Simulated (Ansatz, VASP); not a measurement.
# BaZrO3: VASP beside Ansatz

```
CELL_PARAMETERS angstrom
4.20534 0.00000 0.00000
0.00000 4.20534 0.00000
0.00000 0.00000 4.20538
ATOMIC_POSITIONS crystal
Ba 0.50000 0.50000 0.57203
Zr 0.00000 0.00000 0.07199
O 0.00000 0.50000 0.07199
O 0.50000 0.00000 0.07199
O 0.00000 0.00000 0.57199
```

Alike in both runs: task single point; functional PBE; k mesh 6 × 6 × 6; non-collinear spin, spin-orbit coupling.

|  | VASP | Ansatz |
| --- | --- | --- |
| version | VASP 6.6.1 | Ansatz 0.2.0 |
| potentials or method | VASP PAW PBE potentials, release 64 (Ba_sv, Zr_sv, O) | plane waves, PAW |
| plane-wave cutoff (eV) | 520 | 420 |
| occupations | gaussian, width 0.01 eV | fixed |
| valence electrons in the cell | 40 | 40 |

VASP gave:

| Quantity | Value |
| --- | --- |
| pressure (GPa) | 3.4 |

Estimate Ansatz's values.

pressure (GPa): 2.4.
